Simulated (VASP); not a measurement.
Here is a VASP 6.6.1 calculation.

The input INCAR:

```
ALGO     = Normal         # electronic algorithm
EDIFF    = 1E-8           # SCF threshold, eV
ENCUT    = 520            # plane-wave cutoff, eV
GGA      = PE             # functional
ISIF     = 2              # what is computed and relaxed
ISMEAR   = -1             # smearing method
LASPH    = True           # aspherical terms in the spheres
LCHARG   = False          # write CHGCAR
LEFG     = True         
LREAL    = False          # projectors in reciprocal space
LWAVE    = False          # write WAVECAR
NBANDS   = 14             # bands
NELM     = 80             # most SCF steps
PREC     = Accurate       # precision mode
SIGMA    = 0.05           # smearing width, eV
```

Contents of KPOINTS:

```
k-points
0
Gamma
  16 16 16
```

Contents of POSCAR:

```
HfC
1.0
    0.0000000000      2.3101192713      2.3101192713
    2.3101192713      0.0000000000      2.3101192713
    2.3101192713      2.3101192713      0.0000000000
Hf C
1 1
Direct
    0.0000000000      0.0000000000      0.0000000000
    0.5000000000      0.5000000000      0.5000000000
```

Potentials or basis: VASP PAW PBE potentials, release 64 (Hf_pv, C).

Launch:

```bash
$ cat potpaw_PBE.64/Hf_pv/POTCAR potpaw_PBE.64/C/POTCAR > POTCAR
$ mpirun -np 1 vasp_std > vasp.out
```

(1) Estimate the pressure.

(2) Estimate the band gap on the k mesh.

## Answers

(1) 4.3 GPa.

(2) zero (bands 7 and 8 overlap by 1.44 eV).

Caveat: the cell stands under pressure; spin-orbit coupling is left out, which moves the levels of the heavy elements.
